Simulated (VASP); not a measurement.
# AlGaN2 (P-4m2) in VASP: notebook

AlGaN2 is run at these levels: LDA; tasks: single point.

Program: VASP 6.6.1. These are calculated values, not measurements. Logs are shortened: lines on timing, memory, paths and dates and some standing lists are left out, and cuts for length are marked.

### Step 1. The cell of the first run

Symmetry: P-4m2, No. 115, tetragonal system. The conventional cell has a = 3.271 Å, b = 3.271 Å, c = 4.275 Å, α = 90.00°, β = 90.00°, γ = 90.00°. Within 2.6 Å of Al (site symmetry -4m2) lie 4 N at 1.93 Å. Ga (site symmetry -4m2) has 4 N at 1.98 Å within 2.6 Å. Within 2.6 Å of N (site symmetry 2mm) lie 2 Al at 1.93 Å and 2 Ga at 1.98 Å.

### Step 2. Single point, LDA (strain +0.050 along x and y, -0.025 along z)

Contents of INCAR:

```
SYSTEM = AlGaN2
PREC = Accurate
ENCUT = 520
EDIFF = 1E-6
ISMEAR = 0
SIGMA = 0.05
LREAL = .FALSE.
LASPH = .TRUE.
NELM = 60
ALGO = Normal
ISIF = 2
LWAVE = .FALSE.
LCHARG = .FALSE.
NBANDS = 21
```

Contents of KPOINTS:

```
Automatic mesh
0
G
  8 8 6
  0 0 0
```

Contents of POSCAR:

```
AlGaN2
1.0
    3.2710507927      0.0000000000      0.0000000000
    0.0000000000      3.2710507927      0.0000000000
    0.0000000000      0.0000000000      4.2747219141
Al Ga N
1 1 2
Direct
    0.5000000000      0.5000000000      0.5000000000
    0.0000000000      0.0000000000      0.0000000000
    0.5000000000      0.0000000000      0.7400513246
    0.0000000000      0.5000000000      0.2599486754
```

Potentials or basis: VASP PAW LDA potentials, release 64 (Al, Ga_d, N).

Run with:

```
$ cat potpaw_LDA.64/Al/POTCAR potpaw_LDA.64/Ga_d/POTCAR potpaw_LDA.64/N/POTCAR > POTCAR
$ mpirun -np 1 vasp_std > vasp.out
```

OUTCAR:

```text
SYSTEM = AlGaN2
   PREC = Accurate
   ENCUT = 520
   EDIFF = 1E-6
   ISMEAR = 0
   LREAL = .FALSE.
   LASPH = .TRUE.
   NELM = 60
   ISIF = 2

 ion  position               nearest neighbor table
   1  0.500  0.500  0.500-   3 1.93   4 1.93   3 1.93   4 1.93
   2  0.000  0.000  0.000-   3 1.98   4 1.98   4 1.98   3 1.98
   3  0.500  0.000  0.740-   1 1.93   1 1.93   2 1.98   2 1.98
   4  0.000  0.500  0.260-   1 1.93   1 1.93   2 1.98   2 1.98

  LATTYP: Found a simple tetragonal cell.
 ALAT       =     3.2710507927
 C/A-ratio  =     1.3068344654

  Lattice vectors:

 A1 = (   3.2710507927,   0.0000000000,   0.0000000000)
 A2 = (   0.0000000000,   3.2710507927,   0.0000000000)
 A3 = (   0.0000000000,   0.0000000000,   4.2747219141)

Analysis of symmetry for initial positions (statically):
=====================================================================
 Subroutine PRICEL returns:
 Original cell was already a primitive cell.

 Routine SETGRP: Setting up the symmetry group for a
 simple tetragonal supercell.

 Subroutine GETGRP returns: Found  8 space group operations
 (whereof  8 operations were pure point group operations)
 out of a pool of 16 trial point group operations.

The static configuration has the point symmetry D_2d.

Analysis of symmetry for dynamics (positions and initial velocities):
=====================================================================
 Subroutine PRICEL returns:
 Original cell was already a primitive cell.

 Routine SETGRP: Setting up the symmetry group for a
 simple tetragonal supercell.

 Subroutine GETGRP returns: Found  8 space group operations
 (whereof  8 operations were pure point group operations)
 out of a pool of 16 trial point group operations.

The dynamic configuration has the point symmetry D_2d.

 Subroutine INISYM returns: Found  8 space group operations
 (whereof  8 operations are pure point group operations),
 and found     1 'primitive' translations

----------------------------------------------------------------------------------------

                                     Primitive cell

  volume of cell :      45.7386

  direct lattice vectors                    reciprocal lattice vectors
     3.271050793  0.000000000  0.000000000     0.305712159  0.000000000  0.000000000
     0.000000000  3.271050793  0.000000000     0.000000000  0.305712159  0.000000000
     0.000000000  0.000000000  4.274721914     0.000000000  0.000000000  0.233933346

  length of vectors
     3.271050793  3.271050793  4.274721914     0.305712159  0.305712159  0.233933346

  position of ions in fractional coordinates (direct lattice)
     0.500000000  0.500000000  0.500000000
     0.000000000  0.000000000  0.000000000
     0.500000000  0.000000000  0.740051325
     0.000000000  0.500000000  0.259948675

  ion indices of the primitive-cell ions
   primitive index   ion index
                 1           1
                 2           2
                 3           3
                 4           4

----------------------------------------------------------------------------------------

 KPOINTS: Automatic mesh

Automatic generation of k-mesh.
 Grid dimensions read from file:
 generate k-points for:    8    8    6

 Generating k-lattice:

  Cartesian coordinates                     Fractional coordinates (reciprocal lattice)
     0.038214020  0.000000000  0.000000000     0.125000000  0.000000000  0.000000000
     0.000000000  0.038214020  0.000000000     0.000000000  0.125000000  0.000000000
     0.000000000  0.000000000  0.038988891     0.000000000  0.000000000  0.166666667

  Length of vectors
     0.038214020  0.038214020  0.038988891

  Shift w.r.t. Gamma in fractional coordinates (k-lattice)
     0.000000000  0.000000000  0.000000000

 Subroutine IBZKPT returns following result:
 ===========================================

 Found     60 irreducible k-points:

 Following reciprocal coordinates:
            Coordinates               Weight
  0.000000  0.000000  0.000000      1.000000
  0.125000  0.000000  0.000000      4.000000
  0.250000  0.000000  0.000000      4.000000
  0.375000  0.000000  0.000000      4.000000
  0.500000  0.000000  0.000000      2.000000
  0.125000  0.125000  0.000000      4.000000
[... 16 lines left out ...]
  0.375000  0.125000  0.166667     16.000000
  0.500000  0.125000  0.166667      8.000000
 [... further k-points ...]
   k-points           NKPTS =     60   k-points in BZ     NKDIM =     60   number of bands    NBANDS=     21
   number of dos      NEDOS =    301   number of ions     NIONS =      4
   total plane-waves  NPLWV =  18432
   dimension x,y,z NGX =    24 NGY =   24 NGZ =   32
   dimension x,y,z NGXF=    48 NGYF=   48 NGZF=   64
   ions per type =               1   1   2
   NGX,Y,Z   is equivalent  to a cutoff of  12.20, 12.20, 12.44 a.u.
   NGXF,Y,Z  is equivalent  to a cutoff of  24.40, 24.40, 24.89 a.u.
 SYSTEM =  AlGaN2
   PREC   = accura    normal or accurate (medium, high low for compatibility)
   ISTART =      0    job   : 0-new  1-cont  2-samecut
   ICHARG =      2    charge: 1-file 2-atom 10-const
   ISPIN  =      1    spin polarized calculation?
   LNONCOLLINEAR =      F non collinear calculations
   LSORBIT =      F    spin-orbit coupling
   LASPH  =      T    aspherical Exc in radial PAW
   ENCUT  =  520.0 eV  38.22 Ry    6.18 a.u.   6.08  6.08  7.95*2*pi/ulx,y,z
   NELM   =     60;   NELMIN=  2; NELMDL= -5     # of ELM steps
   EDIFF  = 0.1E-05   stopping-criterion for ELM
   LREAL  =      F    real-space projection
   EDIFFG = 0.1E-04   stopping-criterion for IOM
   NSW    =      0    number of steps for IOM
   IBRION =     -1    ionic relax: 0-MD 1-quasi-New 2-CG
   NFREE  =      0    steps in history (QN), initial steepest desc. (CG)
   ISIF   =      2    stress and relaxation
   ISYM   =      2    0-nonsym 1-usesym 2-fastsym
   POTIM  = 0.5000    time-step for ionic-motion
   TEBEG  =    0.0;   TEEND  =   0.0 temperature during run
   PSTRESS=    0.0 pullay stress
   NELECT =      26.0000    total number of electrons
   NUPDOWN=      -1.0000    fix difference up-down
   EMIN   =  10.00;   EMAX   =-10.00  energy-range for DOS
   EFERMI =   0.00;   METHOD = LEGACY
   ISMEAR =     0;   SIGMA  =   0.05  broadening in eV -4-tet -1-fermi 0-gaus
   EFERMI_NEDOS =   21; number of points for ismear=-14 and -15
   IALGO  =     38    algorithm
   IMIX   =      4    mixing-type and parameters
     AMIX     =   0.40;   BMIX     =  1.00
     AMIX_MAG =   1.60;   BMIX_MAG =  1.00
  volume/ion in A,a.u.               =      11.43        77.16
  Fermi-wavevector in a.u.,A,eV,Ry     =   1.356142  2.562737 25.022758  1.839121
  Thomas-Fermi vector in A             =   2.483170
   LORBIT       =      0    0 simple, 1 ext, 2 COOP (PROOUT), +10 PAW based schemes
   GGA     = CA    functional components
   LHFCALC =     F    Hartree Fock is set to
   AEXX    =    0.0000 exact exchange contribution
   IVDW    =     0    specifies the selected vdW correction
   LEPSILON=     F    determine dielectric tensor
   LRPA    =     F    only Hartree local field effects (RPA)
 non-spin polarized calculation
 Gauss-broadening in eV      SIGMA  =   0.05
  energy-cutoff  :      520.00
  volume of cell :       45.74
 maximum number of plane-waves:      1252
   NGX = 13   NGY = 13   NGZ = 15

 number of electron      26.0000016 magnetization

 Free energy of the ion-electron system (eV)
  ---------------------------------------------------
  ext. energy  EPLUGINS =         0.00000000
  ---------------------------------------------------
  free energy    TOTEN  =       -30.13002500 eV

  energy without entropy =      -30.13002500  energy(sigma->0) =      -30.13002500

 E-fermi :   5.1689     XC(G=0): -11.5010

 val. band max:        4.9348710747   @ k =   0.0000   0.0000   0.0000
 cond. band min:       7.4411681134   @ k =   0.0000   0.0000   0.0000
 fundamental gap:      2.5062970387
 Fermi energy:         5.1689378312

 k-point     1 :       0.0000    0.0000    0.0000
  band No.  band energies     occupation
      1     -10.0934      2.00000
      2      -8.9900      2.00000
      3      -8.1962      2.00000
      4      -8.1962      2.00000
      5      -8.1519      2.00000
      6      -7.9971      2.00000
[... 13 lines left out ...]
     20      17.7408      0.00000
     21      18.7273      0.00000

 k-point     2 :       0.1250    0.0000    0.0000
  band No.  band energies     occupation
      1      -9.9746      2.00000
      2      -8.9872      2.00000
      3      -8.1943      2.00000
      4      -8.1865      2.00000
      5      -8.1385      2.00000
      6      -8.0058      2.00000
[... 13 lines left out ...]
     20      17.5443      0.00000
     21      18.3262      0.00000

 k-point     3 :       0.2500    0.0000    0.0000
  band No.  band energies     occupation
      1      -9.6660      2.00000
      2      -8.9898      2.00000
      3      -8.1897      2.00000
      4      -8.1485      2.00000
      5      -8.0636      2.00000
      6      -8.0268      2.00000
[... 13 lines left out ...]
     20      16.9676      0.00000
     21      17.4376      0.00000

 k-point     4 :       0.3750    0.0000    0.0000
  band No.  band energies     occupation
      1      -9.3264      2.00000
      2      -9.0142      2.00000
      3      -8.1850      2.00000
      4      -8.1190      2.00000
      5      -8.0477      2.00000
      6      -7.7885      2.00000
[... 13 lines left out ...]
     20      16.3370      0.00000
     21      16.6162      0.00000

 k-point     5 :       0.5000    0.0000    0.0000
  band No.  band energies     occupation
      1      -9.1618      2.00000
      2      -9.0534      2.00000
      3      -8.1831      2.00000
      4      -8.1082      2.00000
      5      -8.0564      2.00000
      6      -7.3828      2.00000
[... 13 lines left out ...]
     20      16.0597      0.00000
     21      16.1302      0.00000
[... 382 lines left out ...]
     20      16.5035      0.00000
     21      17.9042      0.00000

 k-point    22 :       0.2500    0.1250    0.1667
  band No.  band energies     occupation
      1      -9.5075      2.00000
      2      -8.9746      2.00000
      3      -8.1996      2.00000
      4      -8.1138      2.00000
      5      -8.0494      2.00000
      6      -7.9916      2.00000
[... 13 lines left out ...]
     20      16.7892      0.00000
     21      17.3743      0.00000

 k-point    23 :       0.3750    0.1250    0.1667
  band No.  band energies     occupation
      1      -9.2522      2.00000
      2      -8.9897      2.00000
      3      -8.1882      2.00000
      4      -8.0938      2.00000
      5      -8.0635      2.00000
      6      -7.6669      2.00000
[... 13 lines left out ...]
     20      16.6423      0.00000
     21      16.8943      0.00000

 k-point    24 :       0.5000    0.1250    0.1667
  band No.  band energies     occupation
      1      -9.1439      2.00000
      2      -9.0100      2.00000
      3      -8.1840      2.00000
      4      -8.0853      2.00000
      5      -8.0723      2.00000
      6      -7.2746      2.00000
[... 13 lines left out ...]
     20      16.4790      0.00000
     21      16.6955      0.00000

 [... further k-points ...]
[... 5 lines left out ...]
  --------------------------------------------------------------------------------------
  -------------------------------------------------------------------------------------
  Total       -4.4457485     -4.4457485     -1.9588041      0.0000000      0.0000000     -0.0000000
  in kB     -155.7302679   -155.7302679    -68.6150136      0.0000000      0.0000000     -0.0000000
  external PRESSURE =    -126.6918498 kB  Pullay stress =       0.0000000 kB

 VOLUME and BASIS-vectors are now :
 -----------------------------------------------------------------------------
  energy-cutoff  :      520.00
  volume of cell :       45.74
      direct lattice vectors                 reciprocal lattice vectors
     3.271050793  0.000000000  0.000000000     0.305712159  0.000000000  0.000000000
     0.000000000  3.271050793  0.000000000     0.000000000  0.305712159  0.000000000
     0.000000000  0.000000000  4.274721914     0.000000000  0.000000000  0.233933346

 POSITION                                       TOTAL-FORCE (eV/Angst)
 -----------------------------------------------------------------------------------
      1.63553      1.63553      2.13736         0.000000      0.000000      0.000000
      0.00000      0.00000      0.00000        -0.000000      0.000000      0.000000
      1.63553      0.00000      3.16351         0.000000     -0.000000     -0.125150
      0.00000      1.63553      1.11121         0.000000     -0.000000      0.125150
 -----------------------------------------------------------------------------------
    total drift:                                0.000000      0.000000      0.000000

  FREE ENERGIE OF THE ION-ELECTRON SYSTEM (eV)
  ---------------------------------------------------
  free  energy   TOTEN  =       -30.1300249975 eV

  energy  without entropy=      -30.1300249975  energy(sigma->0) =      -30.13002500
```

It took 14 s on 1 thread of Intel Xeon 6975P-C (Granite Rapids), shared host; peak memory 0.17 GiB.

What came out:

```yaml
Free_energy: -30.1300 eV
Pressure: -12.7 GPa
Largest_force: 0.125 eV/Å
Band_gap_on_the_k_mesh: 2.51 eV, direct
```

Forces on the atoms (eV/Å):
```
Al   0.000  0.000  0.000
Ga   0.000  0.000  0.000
N    0.000  0.000 -0.125
N    0.000  0.000  0.125
```

Caveat: the cell differs from its parent crystal (strain +0.050 along x and y, -0.025 along z).

### Step 3. Single point, LDA (strain +0.025 along x and y, +0.025 along z)

Contents of INCAR:

```
SYSTEM = AlGaN2
ALGO     = Normal         ! electronic algorithm
EDIFF    = 1E-6           ! SCF threshold, eV
ENCUT    = 520            ! plane-wave cutoff, eV
ISIF     = 2              ! what is computed and relaxed
ISMEAR   = 0              ! smearing method
LASPH    = .True.         ! aspherical terms in the spheres
LCHARG   = .True.         ! write CHGCAR
LELF     = .True.         ! ELF
LREAL    = .False.        ! projectors in reciprocal space
LVHAR    = .True.       
LWAVE    = .False.        ! write WAVECAR
NBANDS   = 21             ! bands
NELM     = 100            ! most SCF steps
PREC     = Accurate       ! precision mode
SIGMA    = 0.05           ! smearing width, eV
```

Contents of KPOINTS:

```
k-points
0
Gamma
  8 8 6
  0 0 0
```

Contents of POSCAR:

```
AlGaN2
1.0
    3.1931686309      0.0000000000      0.0000000000
    0.0000000000      3.1931686309      0.0000000000
    0.0000000000      0.0000000000      4.4939384225
Al Ga N
1 1 2
Direct
    0.5000000000      0.5000000000      0.5000000000
    0.0000000000      0.0000000000      0.0000000000
    0.5000000000      0.0000000000      0.7400513246
    0.0000000000      0.5000000000      0.2599486754
```

Potentials or basis: VASP PAW LDA potentials, release 64 (Al, Ga_d, N).

Run with:

```
$ cat potpaw_LDA.64/Al/POTCAR potpaw_LDA.64/Ga_d/POTCAR potpaw_LDA.64/N/POTCAR > POTCAR
$ mpirun -np 1 vasp_std > vasp.out
```

Run time: 14 s. Hardware: 1 thread of Intel Xeon 6975P-C (Granite Rapids), shared host; peak memory 0.18 GiB.

It converged, with:

* Free energy: -30.1896 eV
* Pressure: -12.5 GPa
* Largest force: 0.018 eV/Å
* Band gap on the k mesh: 2.52 eV, direct

Forces in eV/Å, atoms in the order of the input:
```
Al   0.000  0.000  0.000
Ga   0.000  0.000  0.000
N    0.000  0.000 -0.018
N    0.000  0.000  0.018
```

Stress tensor (GPa, compression positive):
```
-12.55   0.00   0.00
  0.00 -12.55   0.00
  0.00   0.00 -12.37
```

Levels at points of the mesh, in eV from the valence-band top:
| k point | band 10 | band 11 | band 12 | band 13 | band 14 | band 15 | band 16 | band 17 |
| --- | --- | --- | --- | --- | --- | --- | --- | --- |
| (0.00, 0.00, 0.00) | -2.23 | -0.18 | 0.00 | 0.00 | 2.52 | 3.42 | 7.16 | 10.71 |
| (0.50, 0.00, 0.00) | -2.83 | -2.78 | -0.94 | -0.67 | 6.61 | 6.92 | 7.72 | 7.89 |
| (0.50, 0.50, 0.00) | -2.19 | -2.17 | -2.17 | -2.16 | 3.22 | 3.22 | 5.93 | 8.35 |
| (0.00, 0.00, 0.50) | -1.48 | -1.48 | -0.98 | -0.98 | 4.98 | 5.09 | 7.42 | 8.72 |
| (0.50, 0.00, 0.50) | -0.91 | -0.82 | -0.59 | -0.56 | 4.74 | 6.12 | 8.79 | 9.05 |
| (0.50, 0.50, 0.50) | -3.77 | -3.13 | -3.08 | -3.08 | 6.00 | 6.00 | 8.22 | 10.56 |

Caveat: the cell differs from its parent crystal (strain +0.025 along x and y, +0.025 along z).
